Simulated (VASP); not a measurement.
Set up this calculation in VASP 6.6.1, as the native input.

- Task: single point
- Functional: PBE
- Potentials or basis: VASP PAW PBE potentials, release 64 (N, As, Ga_d)
- Cutoff: 520 eV
- k mesh: 8 × 8 × 8
- Occupations: fermi-dirac, width 0.02 eV
- Spin: no spin polarisation
- Dipole correction: no
- Further INCAR settings: ALGO = Normal; EDIFF = 1e-07; NBANDS = 46

The structure of Ga4AsN3 lies in POSCAR:

```
Ga4AsN3
1.0
    1.6940761044      0.9780752949     11.4966964400
   -1.6940761044      0.9780752949     11.4966964400
    0.0000000000     -1.9561505898     11.4966964400
N As Ga
3 1 4
Direct
    0.0082851648      0.0082851648      0.0082851648
    0.7497166963      0.7497166963      0.7497166963
    0.4915475648      0.4915475648      0.4915475648
    0.2477216581      0.2477216581      0.2477216581
    0.6925121359      0.6925121359      0.6925121359
    0.4337179972      0.4337179972      0.4337179972
    0.1747652166      0.1747652166      0.1747652166
    0.9517335662      0.9517335662      0.9517335662
```

One way to write it, as run:

INCAR

```
SYSTEM = Ga4AsN3
ALGO     = Normal         ! electronic algorithm
EDIFF    = 1E-7           ! SCF threshold, eV
ENCUT    = 520            ! plane-wave cutoff, eV
GGA      = PE             ! functional
ISIF     = 2              ! what is computed and relaxed
ISMEAR   = -1             ! smearing method
LASPH    = .TRUE.         ! aspherical terms in the spheres
LCHARG   = .FALSE.        ! write CHGCAR
LREAL    = .FALSE.        ! projectors in reciprocal space
LWAVE    = .FALSE.        ! write WAVECAR
NBANDS   = 46             ! bands
NELM     = 80             ! most SCF steps
PREC     = Accurate       ! precision mode
SIGMA    = 0.02           ! smearing width, eV
```

KPOINTS

```
k-points
0
G
  8 8 8
  0 0 0
```

Potentials or basis: VASP PAW PBE potentials, release 64 (N, As, Ga_d).

Launch:

```sh
$ cat potpaw_PBE.64/N/POTCAR potpaw_PBE.64/As/POTCAR potpaw_PBE.64/Ga_d/POTCAR > POTCAR
$ mpirun -np 1 vasp_std > vasp.out
```

Results of the run:

```
Pressure               : 0.2 GPa
Largest force          : 0.016 eV/Å
Band gap on the k mesh : zero (bands 36 and 37 overlap by 0.23 eV)
```

Caveat: semilocal functionals underestimate gaps, so a narrow gap can read as zero.

Run time: 52 min on 1 thread of Intel(R) Xeon(R) 6975P-C (Granite Rapids), with other jobs on the host, peak memory 1.4 GiB.
